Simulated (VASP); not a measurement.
# TePb (I4/mmm) in VASP: a series of runs

The runs below take TePb through single point, with r2SCAN.

All numbers are computed with VASP 6.6.1; they aren't measurements. Logs are shortened: lines on timing, memory, paths and dates and some standing lists are left out, and cuts for length are marked.

### Step 1. The cell of the first run

It takes space group I4/mmm (No. 139, tetragonal). The conventional cell has a = 4.678 Å, b = 4.678 Å, c = 6.454 Å, α = 90.00°, β = 90.00°, γ = 90.00°. Within 4.2 Å of Te (site symmetry 4/mmm) lie 6 Pb at 3.23 to 3.31 Å. Within 4.2 Å of Pb (site symmetry 4/mmm) lie 6 Te at 3.23 to 3.31 Å.

### Step 2. Single point, r2SCAN (strain +0.025 along x and y, +0.000 along z)

Contents of POSCAR:

```
TePb
1.0
    0.0000000000      3.3076750000      3.2270000000
    3.3076750000      0.0000000000      3.2270000000
    3.3076750000      3.3076750000      0.0000000000
Te Pb
1 1
Direct
    0.5000000000      0.5000000000      0.5000000000
    0.0000000000      0.0000000000      0.0000000000
```

Contents of INCAR.step1:

```
PREC = Accurate
ENCUT = 520
ISMEAR = 0
SIGMA = 0.05
LREAL = F
LASPH = T
NELM = 100
NBANDS = 17
GGA = PE
ALGO = Normal
EDIFF = 1E-4
LWAVE = T
LCHARG = F
```

Contents of INCAR.step2:

```
PREC = Accurate
ENCUT = 520
EDIFF = 1E-6
ISMEAR = 0
SIGMA = 0.05
LREAL = F
LASPH = T
NELM = 100
ALGO = Normal
ISIF = 2
LWAVE = F
LCHARG = F
METAGGA = R2SCAN
LMIXTAU = T
NBANDS = 17
ISTART = 1
```

Contents of KPOINTS:

```
Automatic mesh
0
Gamma
  8 8 8
```

Potentials or basis: VASP PAW PBE potentials, release 64 (Te, Pb_d).

Launch:

```bash
> cat potpaw_PBE.64/Te/POTCAR potpaw_PBE.64/Pb_d/POTCAR > POTCAR
> cp INCAR.step1 INCAR
> mpirun -np 1 vasp_std > vasp.out
> cp INCAR.step2 INCAR
> mpirun -np 1 vasp_std > vasp.out
```

OUTCAR:

```text
PREC = Accurate
   ENCUT = 520
   EDIFF = 1E-6
   ISMEAR = 0
   LREAL = F
   LASPH = T
   NELM = 100
   ISIF = 2
   METAGGA = R2SCAN
   ISTART = 1

 ion  position               nearest neighbor table
   1  0.500  0.500  0.500-   2 3.23   2 3.23   2 3.31   2 3.31   2 3.31   2 3.31
   2  0.000  0.000  0.000-   1 3.23   1 3.23   1 3.31   1 3.31   1 3.31   1 3.31

  LATTYP: Found a body centered tetragonal cell.
 ALAT       =     4.6777588449
 C/A-ratio  =     1.3797205487

  Lattice vectors:

 A1 = (   0.0000000000,  -3.3076750000,  -3.2270000000)
 A2 = (   0.0000000000,   3.3076750000,  -3.2270000000)
 A3 = (   3.3076750000,   0.0000000000,   3.2270000000)

Analysis of symmetry for initial positions (statically):
=====================================================================
 Subroutine PRICEL returns:
 Original cell was already a primitive cell.

 Routine SETGRP: Setting up the symmetry group for a
 body centered tetragonal supercell.

 Subroutine GETGRP returns: Found 16 space group operations
 (whereof 16 operations were pure point group operations)
 out of a pool of 16 trial point group operations.

The static configuration has the point symmetry D_4h.

Analysis of symmetry for dynamics (positions and initial velocities):
=====================================================================
 Subroutine PRICEL returns:
 Original cell was already a primitive cell.

 Routine SETGRP: Setting up the symmetry group for a
 body centered tetragonal supercell.

 Subroutine GETGRP returns: Found 16 space group operations
 (whereof 16 operations were pure point group operations)
 out of a pool of 16 trial point group operations.

The dynamic configuration has the point symmetry D_4h.

 Subroutine INISYM returns: Found 16 space group operations
 (whereof 16 operations are pure point group operations),
 and found     1 'primitive' translations

----------------------------------------------------------------------------------------

                                     Primitive cell

  volume of cell :      70.6114

  direct lattice vectors                    reciprocal lattice vectors
     0.000000000  3.307675000  3.227000000    -0.151163582  0.151163582  0.154942671
     3.307675000  0.000000000  3.227000000     0.151163582 -0.151163582  0.154942671
     3.307675000  3.307675000  0.000000000     0.151163582  0.151163582 -0.154942671

  length of vectors
     4.621065127  4.621065127  4.677758845     0.264022893  0.264022893  0.264022893

  position of ions in fractional coordinates (direct lattice)
     0.500000000  0.500000000  0.500000000
     0.000000000  0.000000000  0.000000000

  ion indices of the primitive-cell ions
   primitive index   ion index
                 1           1
                 2           2

----------------------------------------------------------------------------------------

 KPOINTS: Automatic mesh

Automatic generation of k-mesh.
 Grid dimensions read from file:
 generate k-points for:    8    8    8

 Generating k-lattice:

  Cartesian coordinates                     Fractional coordinates (reciprocal lattice)
    -0.018895448  0.018895448  0.019367834     0.125000000  0.000000000  0.000000000
     0.018895448 -0.018895448  0.019367834     0.000000000  0.125000000  0.000000000
     0.018895448  0.018895448 -0.019367834    -0.000000000 -0.000000000  0.125000000

  Length of vectors
     0.033002862  0.033002862  0.033002862

  Shift w.r.t. Gamma in fractional coordinates (k-lattice)
     0.000000000  0.000000000  0.000000000

 Subroutine IBZKPT returns following result:
 ===========================================

 Found     59 irreducible k-points:

 Following reciprocal coordinates:
            Coordinates               Weight
  0.000000  0.000000  0.000000      1.000000
  0.125000  0.000000  0.000000      8.000000
  0.250000  0.000000  0.000000      8.000000
  0.375000  0.000000  0.000000      8.000000
  0.500000  0.000000  0.000000      4.000000
  0.125000  0.125000  0.000000      2.000000
[... 16 lines left out ...]
  0.250000  0.000000  0.125000     16.000000
  0.375000  0.000000  0.125000     16.000000
 [... further k-points ...]
   k-points           NKPTS =     59   k-points in BZ     NKDIM =     59   number of bands    NBANDS=     17
   number of dos      NEDOS =    301   number of ions     NIONS =      2
   total plane-waves  NPLWV =  46656
   dimension x,y,z NGX =    36 NGY =   36 NGZ =   36
   dimension x,y,z NGXF=    72 NGYF=   72 NGZF=   72
   ions per type =               1   1
   NGX,Y,Z   is equivalent  to a cutoff of  12.95, 12.95, 12.79 a.u.
   NGXF,Y,Z  is equivalent  to a cutoff of  25.90, 25.90, 25.59 a.u.
 SYSTEM =  unknown system
   PREC   = accura    normal or accurate (medium, high low for compatibility)
   ISTART =      1    job   : 0-new  1-cont  2-samecut
   ICHARG =      0    charge: 1-file 2-atom 10-const
   ISPIN  =      1    spin polarized calculation?
   LNONCOLLINEAR =      F non collinear calculations
   LSORBIT =      F    spin-orbit coupling
   LASPH  =      T    aspherical Exc in radial PAW
   ENCUT  =  520.0 eV  38.22 Ry    6.18 a.u.   8.59  8.59  8.70*2*pi/ulx,y,z
   NELM   =    100;   NELMIN=  2; NELMDL=  0     # of ELM steps
   EDIFF  = 0.1E-05   stopping-criterion for ELM
   LREAL  =      F    real-space projection
   EDIFFG = 0.1E-04   stopping-criterion for IOM
   NSW    =      0    number of steps for IOM
   IBRION =     -1    ionic relax: 0-MD 1-quasi-New 2-CG
   NFREE  =      0    steps in history (QN), initial steepest desc. (CG)
   ISIF   =      2    stress and relaxation
   ISYM   =      2    0-nonsym 1-usesym 2-fastsym
   POTIM  = 0.5000    time-step for ionic-motion
   TEBEG  =    0.0;   TEEND  =   0.0 temperature during run
   PSTRESS=    0.0 pullay stress
   NELECT =      20.0000    total number of electrons
   NUPDOWN=      -1.0000    fix difference up-down
   EMIN   =  10.00;   EMAX   =-10.00  energy-range for DOS
   EFERMI =   0.00;   METHOD = LEGACY
   ISMEAR =     0;   SIGMA  =   0.05  broadening in eV -4-tet -1-fermi 0-gaus
   EFERMI_NEDOS =   21; number of points for ismear=-14 and -15
   IALGO  =     38    algorithm
   IMIX   =      4    mixing-type and parameters
     AMIX     =   0.40;   BMIX     =  1.00
     AMIX_MAG =   1.60;   BMIX_MAG =  1.00
  volume/ion in A,a.u.               =      35.31       238.25
  Fermi-wavevector in a.u.,A,eV,Ry     =   1.075127  2.031696 15.726961  1.155899
  Thomas-Fermi vector in A             =   2.210975
   LORBIT       =      0    0 simple, 1 ext, 2 COOP (PROOUT), +10 PAW based schemes
   METAGGA = R2SCAN    functional components
   LHFCALC =     F    Hartree Fock is set to
   AEXX    =    0.0000 exact exchange contribution
   IVDW    =     0    specifies the selected vdW correction
   LEPSILON=     F    determine dielectric tensor
   LRPA    =     F    only Hartree local field effects (RPA)
 non-spin polarized calculation
 Gauss-broadening in eV      SIGMA  =   0.05
  energy-cutoff  :      520.00
  volume of cell :       70.61
 maximum number of plane-waves:      1936
 NGX is ok and might be reduce to    36
   NGX = 17   NGY = 17   NGZ = 17

 number of electron      19.9999999 magnetization

 Free energy of the ion-electron system (eV)
  ---------------------------------------------------
  ext. energy  EPLUGINS =         0.00000000
  ---------------------------------------------------
  free energy    TOTEN  =       -82.69552305 eV

  energy without entropy =      -82.69552305  energy(sigma->0) =      -82.69552305

 E-fermi :   5.2135     XC(G=0):  -9.5961

 val. band max:        4.9358657597   @ k =   0.5000   0.0000   0.0000
 cond. band min:       6.0178799873   @ k =   0.5000   0.0000   0.0000
 fundamental gap:      1.0820142276
 Fermi energy:         5.2135248593

 k-point     1 :       0.0000    0.0000    0.0000
  band No.  band energies     occupation
      1     -12.3848      2.00000
      2     -12.3767      2.00000
      3     -12.3735      2.00000
      4     -12.3675      2.00000
      5     -12.3675      2.00000
      6      -7.2067      2.00000
[... 9 lines left out ...]
     16      11.3121      0.00000
     17      12.7640      0.00000

 k-point     2 :       0.1250    0.0000    0.0000
  band No.  band energies     occupation
      1     -12.3860      2.00000
      2     -12.3766      2.00000
      3     -12.3745      2.00000
      4     -12.3665      2.00000
      5     -12.3658      2.00000
      6      -7.0747      2.00000
[... 9 lines left out ...]
     16      11.5453      0.00000
     17      13.6671      0.00000

 k-point     3 :       0.2500    0.0000    0.0000
  band No.  band energies     occupation
      1     -12.3898      2.00000
      2     -12.3815      2.00000
      3     -12.3726      2.00000
      4     -12.3631      2.00000
      5     -12.3607      2.00000
      6      -6.6963      2.00000
[... 9 lines left out ...]
     16      12.3160      0.00000
     17      15.4507      0.00000

 k-point     4 :       0.3750    0.0000    0.0000
  band No.  band energies     occupation
      1     -12.3939      2.00000
      2     -12.3869      2.00000
      3     -12.3712      2.00000
      4     -12.3589      2.00000
      5     -12.3552      2.00000
      6      -6.1573      2.00000
[... 9 lines left out ...]
     16      13.5679      0.00000
     17      15.9659      0.00000
[... 343 lines left out ...]
      1     -12.3889      2.00000
      2     -12.3741      2.00000
      3     -12.3738      2.00000
      4     -12.3687      2.00000
      5     -12.3643      2.00000
      6      -7.0362      2.00000
[... 9 lines left out ...]
     16      12.0696      0.00000
     17      13.1244      0.00000

 k-point    23 :       0.2500    0.0000    0.1250
  band No.  band energies     occupation
      1     -12.3943      2.00000
      2     -12.3767      2.00000
      3     -12.3707      2.00000
      4     -12.3676      2.00000
      5     -12.3601      2.00000
      6      -6.7466      2.00000
[... 9 lines left out ...]
     16      12.8483      0.00000
     17      14.1654      0.00000

 k-point    24 :       0.3750    0.0000    0.1250
  band No.  band energies     occupation
      1     -12.3989      2.00000
      2     -12.3819      2.00000
      3     -12.3693      2.00000
      4     -12.3630      2.00000
      5     -12.3554      2.00000
      6      -6.2623      2.00000
[... 9 lines left out ...]
     16      14.0111      0.00000
     17      15.6064      0.00000

 [... further k-points ...]
[... 5 lines left out ...]
  --------------------------------------------------------------------------------------
  -------------------------------------------------------------------------------------
  Total       -0.5786238     -0.5786238      0.5898491      0.0000000     -0.0000000     -0.0000000
  in kB      -13.1290189    -13.1290189     13.3837215      0.0000000     -0.0000000     -0.0000000
  external PRESSURE =      -4.2914388 kB  Pullay stress =       0.0000000 kB

 VOLUME and BASIS-vectors are now :
 -----------------------------------------------------------------------------
  energy-cutoff  :      520.00
  volume of cell :       70.61
      direct lattice vectors                 reciprocal lattice vectors
     0.000000000  3.307675000  3.227000000    -0.151163582  0.151163582  0.154942671
     3.307675000  0.000000000  3.227000000     0.151163582 -0.151163582  0.154942671
     3.307675000  3.307675000  0.000000000     0.151163582  0.151163582 -0.154942671

 POSITION                                       TOTAL-FORCE (eV/Angst)
 -----------------------------------------------------------------------------------
      3.30768      3.30768      3.22700         0.000000      0.000000     -0.000000
      0.00000      0.00000      0.00000         0.000000      0.000000      0.000000
 -----------------------------------------------------------------------------------
    total drift:                               -0.000000      0.000000      0.000000

  FREE ENERGIE OF THE ION-ELECTRON SYSTEM (eV)
  ---------------------------------------------------
  free  energy   TOTEN  =       -82.6955230544 eV

  energy  without entropy=      -82.6955230544  energy(sigma->0) =      -82.69552305
```

Wall time 1.9 min (1 thread of Intel Xeon 6975P-C (Granite Rapids), shared host); peak memory 0.26 GiB.

What came out:

| Property | Result |
| --- | --- |
| Free energy | -82.6955 eV |
| Pressure | -0.4 GPa |
| Band gap on the k mesh | 1.08 eV, direct |

Stress tensor (GPa, compression positive):
```
-1.31  0.00  0.00
 0.00 -1.31  0.00
 0.00  0.00  1.34
```

Levels at points of the mesh, in eV from the valence-band top:
```
           k point  band 6  band 7  band 8  band 9  band 10  band 11  band 12  band 13  band 14  band 15
(0.00, 0.00, 0.00)  -12.14   -5.76   -1.49   -1.24    -1.24     4.10     4.10     4.67     6.23     6.23
(0.50, 0.00, 0.00)  -10.75   -8.67   -0.91   -0.85     0.00     1.08     1.48     1.59     8.87     9.50
(0.50, 0.50, 0.00)  -10.41   -7.56   -4.37   -2.74    -2.74     3.72     5.58     5.58     7.14    10.40
(0.50, 0.00, 0.50)  -10.58   -7.38   -4.32   -2.83    -2.56     3.80     5.38     6.00     6.76    10.35
```

Caveat: the cell differs from its parent crystal (strain +0.025 along x and y, +0.000 along z); the PAW data sets were made with another functional, which shifts forces and pressure a little; spin-orbit coupling is left out, which moves the levels of the heavy elements.

### Step 3. Single point, r2SCAN (strain +0.025 along x and y, +0.050 along z)

Contents of POSCAR:

```
TePb
1.0
    0.0000000000      3.3076750000      3.3883500000
    3.3076750000      0.0000000000      3.3883500000
    3.3076750000      3.3076750000      0.0000000000
Te Pb
1 1
Direct
    0.5000000000      0.5000000000      0.5000000000
    0.0000000000      0.0000000000      0.0000000000
```

Contents of INCAR.step1:

```
SYSTEM = TePb
  PREC = Accurate
  ENCUT = 520
  ISMEAR = 0
  SIGMA = 0.05
  LREAL = .False.
  LASPH = .True.
  NELM = 80
  NBANDS = 17
  GGA = PE
  ALGO = Normal
  EDIFF = 1E-4
  LWAVE = .True.
  LCHARG = .False.
```

Contents of INCAR.step2:

```
SYSTEM = TePb
  PREC = Accurate
  ENCUT = 520
  EDIFF = 1E-6
  ISMEAR = 0
  SIGMA = 0.05
  LREAL = .False.
  LASPH = .True.
  NELM = 80
  ALGO = Normal
  ISIF = 2
  LWAVE = .False.
  LCHARG = .False.
  METAGGA = R2SCAN
  LMIXTAU = .True.
  NBANDS = 17
  ISTART = 1
```

Contents of KPOINTS:

```
regular mesh
0
Gamma
  8 8 8
  0 0 0
```

Potentials or basis: VASP PAW PBE potentials, release 64 (Te, Pb_d).

Launch:

```bash
> cat potpaw_PBE.64/Te/POTCAR potpaw_PBE.64/Pb_d/POTCAR > POTCAR
> cp INCAR.step1 INCAR
> mpirun -np 1 vasp_std > vasp.out
> cp INCAR.step2 INCAR
> mpirun -np 1 vasp_std > vasp.out
```

Run time: 2.1 min. Hardware: 1 thread of Intel Xeon 6975P-C (Granite Rapids), shared host; peak memory 0.27 GiB.

The run converged. Its results:

```yaml
Free_energy: -82.6676 eV
Pressure: -2.2 GPa
Band_gap_on_the_k_mesh: 1.17 eV, direct
```

Stress tensor (GPa, compression positive):
```
-1.58  0.00  0.00
 0.00 -1.58  0.00
 0.00  0.00 -3.42
```

Levels at points of the mesh, in eV from the valence-band top:
```tsv
k point	band 7	band 8	band 9	band 10	band 11	band 12	band 13	band 14
(0.00, 0.00, 0.00)	-5.88	-1.20	-1.20	-0.97	3.90	4.41	4.41	6.31
(0.50, 0.00, 0.00)	-8.42	-0.75	-0.68	0.00	1.17	1.62	1.68	8.81
(0.50, 0.50, 0.00)	-7.26	-3.91	-2.39	-2.39	4.03	5.55	5.55	6.37
(0.50, 0.00, 0.50)	-7.42	-3.97	-2.56	-2.31	3.96	5.17	5.73	6.73
```

Caveat: the cell differs from its parent crystal (strain +0.025 along x and y, +0.050 along z); the PAW data sets were made with another functional, which shifts forces and pressure a little; spin-orbit coupling is left out, which moves the levels of the heavy elements.
